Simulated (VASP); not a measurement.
Set up this calculation in VASP 6.6.1, as the native input.

```
Task                   : single point
Functional             : r2SCAN
Dispersion             : rVV10
Potentials or basis    : VASP PAW PBE potentials, release 64 (Pt, S)
Cutoff                 : 520 eV
k mesh                 : 10 × 10 × 10
Occupations            : fermi-dirac, width 0.03 eV
Spin                   : no spin polarisation
Dipole correction      : no
Further INCAR settings : ALGO = Normal; EDIFF = 1e-06; NBANDS = 18
```

Crystal: PtS2.

```
Pt S
1.0
     1.73889    1.00395    5.10225
    -1.73889    1.00395    5.10225
     0.00000   -2.00789    5.10225
Pt S
1 2
Direct
  0.99722 0.99722 0.99722
  0.42523 0.42523 0.42523
  0.24355 0.24355 0.24355
```

One way to write it, as run:

POSCAR

```
PtS2
1.0
    1.7388860085      1.0039463063      5.1022483029
   -1.7388860085      1.0039463063      5.1022483029
    0.0000000000     -2.0078926090      5.1022483036
Pt S
1 2
Direct
    0.9972172688      0.9972172688      0.9972172688
    0.4252330500      0.4252330500      0.4252330500
    0.2435506812      0.2435506812      0.2435506812
```

INCAR.step1

```
SYSTEM = PtS2
PREC = Accurate
ENCUT = 520
ISMEAR = -1
SIGMA = 0.03
LREAL = .False.
LASPH = .True.
NELM = 100
NBANDS = 18
GGA = PE
ALGO = Normal
EDIFF = 1E-4
LWAVE = .True.
LCHARG = .False.
```

INCAR.step2

```
SYSTEM = PtS2
PREC = Accurate
ENCUT = 520
EDIFF = 1E-6
ISMEAR = -1
SIGMA = 0.03
LREAL = .False.
LASPH = .True.
NELM = 100
ALGO = Normal
ISIF = 2
LWAVE = .False.
LCHARG = .False.
METAGGA = R2SCAN
LMIXTAU = .True.
LUSE_VDW = .True.
IVDW_NL = 2
BPARAM = 11.95
CPARAM = 0.0093
NBANDS = 18
ISTART = 1
```

KPOINTS

```
regular mesh
0
Gamma
  10 10 10
  0 0 0
```

Potentials or basis: VASP PAW PBE potentials, release 64 (Pt, S).

Command:

```sh
$ cat potpaw_PBE.64/Pt/POTCAR potpaw_PBE.64/S/POTCAR > POTCAR
$ cp INCAR.step1 INCAR
$ mpirun -np 1 vasp_std > vasp.out
$ cp INCAR.step2 INCAR
$ mpirun -np 1 vasp_std > vasp.out
```

Results of the run:

* Pressure: 0.2 GPa
* Largest force: 0.051 eV/Å
* Band gap on the k mesh: zero (band 11 reaches 7.75 eV, above the bottom of band 12 at 7.12 eV)

Caveat: the PAW data sets were made with another functional, which shifts forces and pressure a little; spin-orbit coupling is left out, which moves the levels of the heavy elements.

Run time: 29 min on 1 thread of AMD EPYC 7R43 64-Core Processor (Zen 3) (shared host), peak memory 0.55 GiB.
